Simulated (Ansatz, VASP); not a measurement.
**Two plane-wave programs on TiSn**

```
Ti Sn
1.0
     0.00000    2.77272    2.77272
     2.77272    0.00000    2.77272
     2.77272    2.77272    0.00000
Ti Sn
1 1
Direct
  0.50000 0.50000 0.50000
  0.00000 0.00000 0.00000
```

Alike in both runs: task single point; functional PBE; k mesh 6 × 6 × 6; occupations gaussian, width 0.1 eV; no spin polarisation.

|  | VASP | Ansatz |
| --- | --- | --- |
| version | VASP 6.6.1 | Ansatz 0.2.0 |
| potentials or method | VASP PAW PBE potentials, release 64 (Ti_sv, Sn_d), cutoff 520 eV | scalar-relativistic, plane waves, PAW |
| valence electrons in the cell | 26 | 26 |

```tsv
	VASP	Ansatz	Ansatz less VASP
gap on the k mesh at the Fermi level (eV)	none	none	-
pressure (GPa)	2.6	2.6	0.00
```

A gap of «none» marks a metal or a gap that the smearing closes.
